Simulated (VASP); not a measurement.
# Li16H (a cell with a defect) in VASP: notebook

Runs on Li16H (a cell with a defect). Level: PBEsol. Tasks: single point.

Program: VASP 6.6.1. These are calculated values, not measurements. Logs are shortened: lines on timing, memory, paths and dates and some standing lists are left out, and cuts for length are marked.

## (1) The cell of the first run

The cell holds a defect, 17 atoms: a = 6.980 Å, b = 6.980 Å, c = 6.980 Å, α = 90.00°, β = 90.00°, γ = 90.00°.

## (2) Single point, PBEsol

INCAR reads:

```
PREC = Accurate ; ENCUT = 520
EDIFF = 1E-6 ; ISMEAR = 0
SIGMA = 0.15 ; LREAL = Auto
LASPH = True ; NELM = 80
ALGO = Normal ; ISIF = 2
LWAVE = False ; LCHARG = False
GGA = PS ; NBANDS = 38
```

KPOINTS reads:

```
regular mesh
0
Gamma
  3 3 3
```

POSCAR reads:

```
Li16H
1.0
    6.9800000000      0.0000000000      0.0000000000
    0.0000000000      6.9800000000      0.0000000000
    0.0000000000      0.0000000000      6.9800000000
Li H
16 1
Direct
    0.0097995702     -0.0001252149      0.0088329513
    0.4927310888     -0.0001326648      0.0103379656
    0.0135545845      0.4998528653     -0.0066169054
   -0.0244031519      0.0000485673      0.5050797994
    0.2504740688      0.2484123209      0.2620196275
    0.4884914040      0.4998448424     -0.0049885387
    0.5268989971      0.0000297994      0.5037540115
    0.7520720630      0.2625455587      0.2349007163
   -0.0009045845      0.4999982808      0.5006002865
    0.2504713467      0.7513081662      0.2621351003
    0.2515828080      0.2460485673      0.7435626074
    0.5031512894      0.4999908309      0.4991005731
    0.7520767908      0.7369742120      0.2350012894
    0.7504306590      0.2409680516      0.7513057307
    0.2515833811      0.7535406877      0.7436255014
    0.7504203438      0.7581491404      0.7517098854
    0.7509716332     -0.0005618911      0.6455908309
```

Potentials or basis: VASP PAW PBE potentials, release 64 (Li_sv, H).

The run is started by

```
$ cat potpaw_PBE.64/Li_sv/POTCAR potpaw_PBE.64/H/POTCAR > POTCAR
$ mpirun -np 1 vasp_std > vasp.out
```

OUTCAR:

```text
PREC = Accurate
   ENCUT = 520
   EDIFF = 1E-6
   ISMEAR = 0
   LREAL = Auto
   LASPH = True
   NELM = 80
   ISIF = 2
   GGA = PS

 ion  position               nearest neighbor table
   1  0.010  1.000  0.009-
   2  0.493  1.000  0.010-
   3  0.014  0.500  0.993-
   4  0.976  0.000  0.505-
   5  0.250  0.248  0.262-
   6  0.488  0.500  0.995-
[... 9 lines left out ...]
  16  0.750  0.758  0.752-
  17  0.751  0.999  0.646-

  LATTYP: Found a simple cubic cell.
 ALAT       =     6.9800000000

  Lattice vectors:

 A1 = (   6.9800000000,   0.0000000000,   0.0000000000)
 A2 = (   0.0000000000,   6.9800000000,   0.0000000000)
 A3 = (   0.0000000000,   0.0000000000,   6.9800000000)

Analysis of symmetry for initial positions (statically):
=====================================================================
 Subroutine PRICEL returns:
 Original cell was already a primitive cell.

 Routine SETGRP: Setting up the symmetry group for a
 simple cubic supercell.

 Subroutine GETGRP returns: Found  1 space group operations
 (whereof  1 operations were pure point group operations)
 out of a pool of 48 trial point group operations.

The static configuration has the point symmetry C_1 .

Analysis of symmetry for dynamics (positions and initial velocities):
=====================================================================
 Subroutine PRICEL returns:
 Original cell was already a primitive cell.

 Routine SETGRP: Setting up the symmetry group for a
 simple cubic supercell.

 Subroutine GETGRP returns: Found  1 space group operations
 (whereof  1 operations were pure point group operations)
 out of a pool of 48 trial point group operations.

The dynamic configuration has the point symmetry C_1 .

 Subroutine INISYM returns: Found  1 space group operations
 (whereof  1 operations are pure point group operations),
 and found     1 'primitive' translations

----------------------------------------------------------------------------------------

                                     Primitive cell

  volume of cell :     340.0684

  direct lattice vectors                    reciprocal lattice vectors
[... 107 lines left out ...]
   LREAL  =      T    real-space projection
   EDIFFG = 0.1E-04   stopping-criterion for IOM
   NSW    =      0    number of steps for IOM
   IBRION =     -1    ionic relax: 0-MD 1-quasi-New 2-CG
   NFREE  =      0    steps in history (QN), initial steepest desc. (CG)
   ISIF   =      2    stress and relaxation
   ISYM   =      2    0-nonsym 1-usesym 2-fastsym
   POTIM  = 0.5000    time-step for ionic-motion
   TEBEG  =    0.0;   TEEND  =   0.0 temperature during run
   PSTRESS=    0.0 pullay stress
   NELECT =      49.0000    total number of electrons
   NUPDOWN=      -1.0000    fix difference up-down
   EMIN   =  10.00;   EMAX   =-10.00  energy-range for DOS
   EFERMI =   0.00;   METHOD = LEGACY
   ISMEAR =     0;   SIGMA  =   0.15  broadening in eV -4-tet -1-fermi 0-gaus
   EFERMI_NEDOS =   21; number of points for ismear=-14 and -15
   IALGO  =     38    algorithm
   IMIX   =      4    mixing-type and parameters
     AMIX     =   0.40;   BMIX     =  1.00
     AMIX_MAG =   1.60;   BMIX_MAG =  1.00
  volume/ion in A,a.u.               =      20.00       134.99
  Fermi-wavevector in a.u.,A,eV,Ry     =   0.858258  1.621873 10.022155  0.736608
  Thomas-Fermi vector in A             =   1.975436
   LORBIT       =      0    0 simple, 1 ext, 2 COOP (PROOUT), +10 PAW based schemes
   GGA     = PS    functional components
   LHFCALC =     F    Hartree Fock is set to
   AEXX    =    0.0000 exact exchange contribution
   IVDW    =     0    specifies the selected vdW correction
   LEPSILON=     F    determine dielectric tensor
   LRPA    =     F    only Hartree local field effects (RPA)
 non-spin polarized calculation
 Gauss-broadening in eV      SIGMA  =   0.15
  energy-cutoff  :      520.00
  volume of cell :      340.07
 maximum number of plane-waves:      9180
 NGX is ok and might be reduce to    54
   NGX = 25   NGY = 25   NGZ = 25

 number of electron      48.9999983 magnetization

 Free energy of the ion-electron system (eV)
  ---------------------------------------------------
  ext. energy  EPLUGINS =         0.00000000
  ---------------------------------------------------
  free energy    TOTEN  =       -35.18899166 eV

  energy without entropy =      -35.07430158  energy(sigma->0) =      -35.13164662

 E-fermi :   0.5012     XC(G=0):  -6.9467

 val. band max:        0.4799459632   @ k =  -0.3333   0.0000   0.3333
 cond. band min:       0.5019136125   @ k =   0.0000  -0.3333   0.3333
 fundamental gap:      0.0219676493
 Fermi energy:         0.5011963030

 k-point     1 :       0.0000    0.0000    0.0000
  band No.  band energies     occupation
      1     -45.5630      2.00000
      2     -45.5608      2.00000
      3     -45.5003      2.00000
      4     -45.4983      2.00000
      5     -45.4570      2.00000
      6     -45.4547      2.00000
[... 535 lines left out ...]
     35       3.6712      0.00000
     36       3.7769      0.00000
 [bands above 36 left out]

------------------------ aborting loop because EDIFF is reached ----------------------------------------

  FORCE on cell =-STRESS in cart. coord.  units (eV):
  Direction    XX          YY          ZZ          XY          YZ          ZX
  --------------------------------------------------------------------------------------
  -------------------------------------------------------------------------------------
  Total       -1.5383706     -1.5173428     -1.7668720      0.0005551      0.0028743     -0.0102014
  in kB       -7.2477848     -7.1487154     -8.3243324      0.0026154      0.0135417     -0.0480623
  external PRESSURE =      -7.5736109 kB  Pullay stress =       0.0000000 kB

 VOLUME and BASIS-vectors are now :
 -----------------------------------------------------------------------------
  energy-cutoff  :      520.00
  volume of cell :      340.07
      direct lattice vectors                 reciprocal lattice vectors
     6.980000000  0.000000000  0.000000000     0.143266476  0.000000000  0.000000000
     0.000000000  6.980000000  0.000000000     0.000000000  0.143266476  0.000000000
     0.000000000  0.000000000  6.980000000     0.000000000  0.000000000  0.143266476

 POSITION                                       TOTAL-FORCE (eV/Angst)
 -----------------------------------------------------------------------------------
      0.06840      6.97913      0.06165        -0.003666     -0.000269     -0.001694
      3.43926      6.97907      0.07216         0.000973     -0.000918     -0.004237
      0.09461      3.48897      6.93381         0.002538     -0.001887      0.002562
      6.80967      0.00034      3.52546         0.001698     -0.003674     -0.002459
      1.74831      1.73392      1.82890         0.000697     -0.002411     -0.003062
      3.40967      3.48892      6.94518        -0.000429     -0.001324     -0.000525
[... 9 lines left out ...]
      5.23793      5.29188      5.24694         0.001180     -0.000137      0.001064
      5.24178      6.97608      4.50622        -0.002282      0.002923      0.003930
 -----------------------------------------------------------------------------------
    total drift:                               -0.003721      0.003181     -0.013331

  FREE ENERGIE OF THE ION-ELECTRON SYSTEM (eV)
  ---------------------------------------------------
  free  energy   TOTEN  =       -35.1889916625 eV

  energy  without entropy=      -35.0743015846  energy(sigma->0) =      -35.13164662
```

OSZICAR:

```text
N       E                     dE             d eps       ncg     rms          rms(c)
DAV:   1     0.272361657389E+03    0.27236E+03   -0.20726E+04  1072   0.126E+03
DAV:   2     0.352352079564E+02   -0.23713E+03   -0.22195E+03  1088   0.338E+02
DAV:   3    -0.214983265289E+02   -0.56734E+02   -0.55268E+02  1944   0.837E+01
DAV:   4    -0.331795399661E+02   -0.11681E+02   -0.11518E+02  1802   0.630E+01
DAV:   5    -0.358747781417E+02   -0.26952E+01   -0.26939E+01  1906   0.182E+01    0.390E+00
DAV:   6    -0.353055976604E+02    0.56918E+00   -0.11732E+00  1432   0.534E+00    0.176E+00
DAV:   7    -0.351825160587E+02    0.12308E+00   -0.48485E-01  1638   0.208E+00    0.453E-01
DAV:   8    -0.351882495912E+02   -0.57335E-02   -0.69152E-02  1632   0.769E-01    0.209E-01
DAV:   9    -0.351888632102E+02   -0.61362E-03   -0.74608E-03  1648   0.263E-01    0.103E-01
DAV:  10    -0.351889952810E+02   -0.13207E-03   -0.79037E-04  1744   0.962E-02    0.247E-02
DAV:  11    -0.351889947847E+02    0.49633E-06   -0.73455E-05  1688   0.333E-02    0.968E-03
DAV:  12    -0.351889923543E+02    0.24304E-05   -0.46614E-06  1280   0.121E-02    0.314E-03
DAV:  13    -0.351889916625E+02    0.69179E-06   -0.15736E-06  1024   0.747E-03
   1 F= -.35188992E+02 E0= -.35131647E+02  d E =-.114690E+00
```

Run time: 3.9 min. Hardware: 1 thread of Oxide Virtual Turin-like, shared host; peak memory 0.38 GiB.

What came out:

- Free energy: -35.1890 eV
- Largest force: 0.010 eV/Å
- Band gap on the k mesh: zero (an odd number of electrons rules out a gap without spin polarisation)

Forces on the atoms (eV/Å):
```
Li  -0.004  0.000 -0.002
Li   0.001 -0.001 -0.004
Li   0.003 -0.002  0.003
Li   0.002 -0.004 -0.002
Li   0.001 -0.002 -0.003
Li   0.000 -0.001 -0.001
Li  -0.002 -0.004 -0.003
Li   0.000  0.001  0.002
Li  -0.002 -0.003  0.002
Li   0.001  0.003 -0.005
Li   0.001 -0.003 -0.002
Li  -0.001 -0.003  0.004
Li   0.000  0.002  0.002
Li   0.002  0.008  0.006
Li   0.001  0.005 -0.002
Li   0.001  0.000  0.001
H   -0.002  0.003  0.004
```

Caveat: the cutoff is under 1.25 times the usual one of these potentials, so pressure, stress and relaxed cells hold a basis-set (Pulay) error; the PAW data sets were made with another functional, which shifts forces and pressure a little.

## (3) Single point, PBEsol

INCAR reads:

```
SYSTEM = Li16H
PREC = Accurate
ENCUT = 520
EDIFF = 1E-7
ISMEAR = 0
SIGMA = 0.15
LREAL = Auto
LASPH = .True.
NELM = 60
ALGO = Normal
ISIF = 2
LWAVE = .False.
LCHARG = .True.
GGA = PS
LELF = .True.
LVHAR = .True.
NBANDS = 38
```

KPOINTS reads:

```
Automatic mesh
0
Gamma
  3 3 3
  0 0 0
```

POSCAR reads:

```
Li16H
1.0
    6.9800000000      0.0000000000      0.0000000000
    0.0000000000      6.9800000000      0.0000000000
    0.0000000000      0.0000000000      6.9800000000
Li H
16 1
Direct
   -0.0035159026     -0.0000836676     -0.0110063037
    0.5012528653     -0.0001018625      0.0010127507
    0.0193984241      0.4998578797     -0.0003097421
   -0.0272689112      0.0000677650      0.5142464183
    0.2493696275      0.2358547278      0.2595676218
    0.4867810888      0.4998883954      0.0026624642
    0.5347285100      0.0000912607      0.5124332378
    0.7543703438      0.2613438395      0.2373349570
    0.0050729226      0.5000558739      0.4957537249
    0.2493604585      0.7641779370      0.2596292264
    0.2545865330      0.2494749284      0.7423916905
    0.4979833811      0.5001010029      0.4896365330
    0.7544190544      0.7384197708      0.2373902579
    0.7505001433      0.2587276504      0.7502820917
    0.2546024355      0.7503136103      0.7425063037
    0.7505703438      0.7406534384      0.7507042980
    0.7580975645     -0.0009329513      0.6817477077
```

Potentials or basis: VASP PAW PBE potentials, release 64 (Li_sv, H).

The run is started by

```
$ cat potpaw_PBE.64/Li_sv/POTCAR potpaw_PBE.64/H/POTCAR > POTCAR
$ mpirun -np 1 vasp_std > vasp.out
```

OUTCAR:

```text
SYSTEM = Li16H
   PREC = Accurate
   ENCUT = 520
   EDIFF = 1E-7
   ISMEAR = 0
   LREAL = Auto
   LASPH = .True.
   NELM = 60
   ISIF = 2
   GGA = PS

 ion  position               nearest neighbor table
   1  0.996  1.000  0.989-
   2  0.501  1.000  0.001-
   3  0.019  0.500  1.000-
   4  0.973  0.000  0.514-
   5  0.249  0.236  0.260-
   6  0.487  0.500  0.003-
[... 9 lines left out ...]
  16  0.751  0.741  0.751-
  17  0.758  0.999  0.682-

  LATTYP: Found a simple cubic cell.
 ALAT       =     6.9800000000

  Lattice vectors:

 A1 = (   6.9800000000,   0.0000000000,   0.0000000000)
 A2 = (   0.0000000000,   6.9800000000,   0.0000000000)
 A3 = (   0.0000000000,   0.0000000000,   6.9800000000)

Analysis of symmetry for initial positions (statically):
=====================================================================
 Subroutine PRICEL returns:
 Original cell was already a primitive cell.
[... 191 lines left out ...]

 val. band max:        0.5063353545   @ k =  -0.3333   0.0000   0.3333
 cond. band min:       0.5199687471   @ k =   0.3333   0.3333   0.0000
 fundamental gap:      0.0136333926
 Fermi energy:         0.5146232011

 k-point     1 :       0.0000    0.0000    0.0000
  band No.  band energies     occupation
      1     -45.6314      2.00000
      2     -45.6181      2.00000
      3     -45.4693      2.00000
      4     -45.4669      2.00000
      5     -45.4554      2.00000
      6     -45.4530      2.00000
[... 535 lines left out ...]
     35       3.6519      0.00000
     36       3.7930      0.00000
 [bands above 36 left out]

------------------------ aborting loop because EDIFF is reached ----------------------------------------

  FORCE on cell =-STRESS in cart. coord.  units (eV):
  Direction    XX          YY          ZZ          XY          YZ          ZX
  --------------------------------------------------------------------------------------
  -------------------------------------------------------------------------------------
  Total       -1.9148547     -1.5123690     -2.1396753      0.0026726      0.0008157     -0.2170635
  in kB       -9.0215289     -7.1252823    -10.0807349      0.0125918      0.0038432     -1.0226594
  external PRESSURE =      -8.7425153 kB  Pullay stress =       0.0000000 kB

 VOLUME and BASIS-vectors are now :
 -----------------------------------------------------------------------------
  energy-cutoff  :      520.00
  volume of cell :      340.07
      direct lattice vectors                 reciprocal lattice vectors
     6.980000000  0.000000000  0.000000000     0.143266476  0.000000000  0.000000000
     0.000000000  6.980000000  0.000000000     0.000000000  0.143266476  0.000000000
     0.000000000  0.000000000  6.980000000     0.000000000  0.000000000  0.143266476

 POSITION                                       TOTAL-FORCE (eV/Angst)
 -----------------------------------------------------------------------------------
      6.95546      6.97942      6.90318        -0.002091     -0.000310     -0.004562
      3.49874      6.97929      0.00707         0.014513     -0.000424     -0.018985
      0.13540      3.48901      6.97784         0.005376     -0.000779      0.002344
      6.78966      0.00047      3.58944        -0.001825     -0.003454      0.003953
      1.74060      1.64627      1.81178        -0.002557     -0.013049     -0.001031
      3.39773      3.48922      0.01858        -0.006351     -0.000405      0.005088
[... 9 lines left out ...]
      5.23898      5.16976      5.23992        -0.003264     -0.014554     -0.003148
      5.29152      6.97349      4.75860        -0.029467      0.015604      0.015440
 -----------------------------------------------------------------------------------
    total drift:                                0.005130      0.001282      0.001137

  FREE ENERGIE OF THE ION-ELECTRON SYSTEM (eV)
  ---------------------------------------------------
  free  energy   TOTEN  =       -35.1968178047 eV

  energy  without entropy=      -35.0846282739  energy(sigma->0) =      -35.14072304
```

stdout:

```text
POSCAR found type information on POSCAR LiH
 POSCAR found :  2 types and      17 ions
 scaLAPACK will be used
 -----------------------------------------------------------------------------
|                                                                             |
|                                                                             |
|     You enforced a specific xc type in the INCAR file but a different       |
|     I HOPE YOU KNOW WHAT YOU ARE DOING!                                     |
|                                                                             |
 -----------------------------------------------------------------------------

 LDA part: xc-table for (Slater+PW92), standard interpolation
 POSCAR, INCAR and KPOINTS ok, starting setup
 FFT: planning ... GRIDC
 FFT: planning ... GRID_SOFT
 FFT: planning ... GRID
 WAVECAR not read
 entering main loop
```

Wall time 8 min (1 thread of Oxide Virtual Turin-like, shared host); peak memory 0.38 GiB.

Results:

| Property | Result |
| --- | --- |
| Free energy | -35.1968 eV |
| Largest force | 0.037 eV/Å |
| Band gap on the k mesh | zero (an odd number of electrons rules out a gap without spin polarisation) |

Forces in eV/Å, atoms in the order of the input:
```
Li  -0.002  0.000 -0.005
Li   0.015  0.000 -0.019
Li   0.005 -0.001  0.002
Li  -0.002 -0.003  0.004
Li  -0.003 -0.013 -0.001
Li  -0.006  0.000  0.005
Li   0.024 -0.005  0.020
Li   0.000  0.001  0.003
Li   0.009 -0.003 -0.012
Li  -0.002  0.012 -0.002
Li   0.002  0.006  0.001
Li  -0.006 -0.002 -0.010
Li  -0.001  0.002  0.002
Li  -0.002  0.011 -0.001
Li   0.003 -0.004  0.000
Li  -0.003 -0.015 -0.003
H   -0.029  0.016  0.015
```

Caveat: the cutoff is under 1.25 times the usual one of these potentials, so pressure, stress and relaxed cells hold a basis-set (Pulay) error; the PAW data sets were made with another functional, which shifts forces and pressure a little.

(Part 1 of 2 ends here.)

The gap in the log of VASP goes by the Fermi energy; the results here count the filled bands.